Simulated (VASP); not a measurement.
Set up this calculation in VASP 6.6.1, as the native input.

```yaml
Task: single point
Functional: PBE
Potentials_or_basis: VASP PAW PBE potentials, release 64 (Ru_pv)
Cutoff: 520 eV
k_mesh: 16 × 16 × 16
Occupations: fermi-dirac, width 0.05 eV
Spin: no spin polarisation
Dipole_correction: no
Further_INCAR_settings: ALGO = Normal; EDIFF = 1e-06; NBANDS = 13
```

The structure of Ru lies in POSCAR:

```
Ru
1.0
    2.5122072131      0.0000000000      0.0000000000
    0.0000000000      2.5122072131      0.0000000000
    0.0000000000      0.0000000000      2.5122072131
Ru
1
Direct
    0.0000000000      0.0000000000      0.0000000000
```

The input as run:

INCAR

```
PREC     = Accurate       # precision mode
ENCUT    = 520            # plane-wave cutoff, eV
EDIFF    = 1E-6           # SCF threshold, eV
ISMEAR   = -1             # smearing method
SIGMA    = 0.05           # smearing width, eV
LREAL    = False          # projectors in reciprocal space
LASPH    = True           # aspherical terms in the spheres
NELM     = 80             # most SCF steps
ALGO     = Normal         # electronic algorithm
ISIF     = 2              # what is computed and relaxed
LWAVE    = False          # write WAVECAR
LCHARG   = False          # write CHGCAR
GGA      = PE             # functional
NBANDS   = 13             # bands
```

KPOINTS

```
Automatic mesh
0
Gamma
  16 16 16
```

Potentials or basis: VASP PAW PBE potentials, release 64 (Ru_pv).

The run is started by

```bash
$ cat potpaw_PBE.64/Ru_pv/POTCAR > POTCAR
$ mpirun -np 1 vasp_std > vasp.out
```

Results of the run:

```yaml
Pressure: -0.2 GPa
Band_gap_on_the_k_mesh: zero (band 7 reaches 14.14 eV, above the bottom of band 8 at 9.36 eV)
```

Wall time 8.8 s on 1 thread of Intel(R) Xeon(R) 6975P-C (Granite Rapids) (shared host), peak memory 0.14 GiB.
